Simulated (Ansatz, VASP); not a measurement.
TaN: VASP beside Ansatz

The input INCAR:

```
SYSTEM = TaN
  PREC = Accurate
  ENCUT = 520
  EDIFF = 1E-7
  ISMEAR = -1
  SIGMA = 0.01
  LREAL = .FALSE.
  LASPH = .TRUE.
  NELM = 100
  ALGO = Normal
  ISIF = 2
  LWAVE = .FALSE.
  LCHARG = .FALSE.
  GGA = PE
  NBANDS = 24
```

The input KPOINTS:

```
Automatic mesh
0
G
  9 9 5
  0 0 0
```

Contents of POSCAR:

```
TaN
1.0
    2.9890010687      0.0000000000      0.0000000000
   -1.4945005344      2.5885508575      0.0000000000
    0.0000000000      0.0000000000      4.9400000000
Ta N
2 2
Direct
    0.3333333333      0.6666666667      0.0000000000
    0.6666666667      0.3333333333      0.5000000000
    0.3333333333      0.6666666667      0.3850000000
    0.6666666667      0.3333333333      0.8850000000
```

Input for Ansatz:

```yaml
crystal:
  lattice:
    - [2.9890010687, 0.0, 0.0]
    - [-1.4945005344, 2.5885508575, 0.0]
    - [0.0, 0.0, 4.94]
  atoms:
    - { symbol: Ta, position: [0.3333333333, 0.6666666667, 0.0] }
    - { symbol: Ta, position: [0.6666666667, 0.3333333333, 0.5] }
    - { symbol: "N", position: [0.3333333333, 0.6666666667, 0.385] }
    - { symbol: "N", position: [0.6666666667, 0.3333333333, 0.885] }
kpoints:
  mp_grid: { grid: [9, 9, 5] }
  band_path:
    path:
      - [0.0, 0.0, 0.0]
      - [0.5, 0.0, 0.0]
      - [0.3333333333, 0.3333333333, 0.0]
      - [0.0, 0.0, 0.0]
      - [0.0, 0.0, 0.5]
      - [0.5, 0.0, 0.5]
      - [0.3333333333, 0.3333333333, 0.5]
      - [0.0, 0.0, 0.5]
      - [0.5, 0.0, 0.5]
    npoints: 5
scf:
  occupations: { method: fermi_dirac, width: 0.01 }
hamiltonian:
  xc: pbe
  pseudopotentials: { kind: all_electron, lapw: { basis_error: 0.001 } }
output:
  forces: true
  stress: true
  eigenvalues: true
```

Change from the starting cell: equal xx and yy strain of -2 %.

Alike in both runs: task single point; functional PBE; k mesh 9 × 9 × 5; occupations fermi-dirac, width 0.01 eV; no spin polarisation.

```csv
,VASP,Ansatz
version,VASP 6.6.1,Ansatz 0.2.0
potentials or method,"VASP PAW PBE potentials, release 64 (Ta_pv, N), cutoff 520 eV","all-electron LAPW, scalar-relativistic"
```

VASP gave:

- pressure (GPa): 173.9
- traceless stress, the component that is largest in VASP (GPa): -29.04
- rms of the force components (eV/Å): 2.093

Question: Estimate Ansatz's values.

Answer: Pressure (GPa): 167.2; traceless stress, the component that is largest in VASP (GPa): -27.89; rms of the force components (eV/Å): 2.035.

Atom by atom the forces differ by 0.058 eV/Å (rms over components). Both programs put the cell under a high pressure, so it lies far from rest at this level. Ansatz ran all-electron here, and VASP with PAW potentials.

Neither program's run includes spin-orbit coupling. Noted on VASP's run: the cell as given lies far from equilibrium.
